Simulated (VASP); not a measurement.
Ni: single point with PBEsol

Crystal: Ni.

```
CELL_PARAMETERS angstrom
0.00000 1.76730 1.76730
1.76730 0.00000 1.76730
1.76730 1.76730 0.00000
ATOMIC_POSITIONS crystal
Ni 0.00000 0.00000 0.00000
```

| Property | Result |
| --- | --- |
| Program | VASP 6.6.1 |
| Task | single point |
| Functional | PBEsol |
| Potentials or basis | VASP PAW PBE potentials, release 64 (Ni) |
| Cutoff | 520 eV |
| k mesh | 14 × 14 × 14 |
| Occupations | gaussian, width 0.1 eV |
| Spin | collinear spin, ferromagnetic start |
| Starting moments | [1.42] μB |
| Fixed moment | 1.42 μB |
| Dipole correction | no |
| Further INCAR settings | ALGO = Normal; EDIFF = 1e-06; NBANDS = 15 |

The pressure is -2.3 GPa. The net moment is 1.42 μB per cell, the site moments are Ni +1.37 μB and the valence electrons inside the program's atomic spheres are Ni 9.25.

Run time: 51 s on 1 thread of Intel Xeon 8259CL (shared host), peak memory 0.15 GiB.

Caveat: the PAW data sets were made with another functional, which shifts forces and pressure a little; the total moment is fixed, so each spin has its own Fermi level.
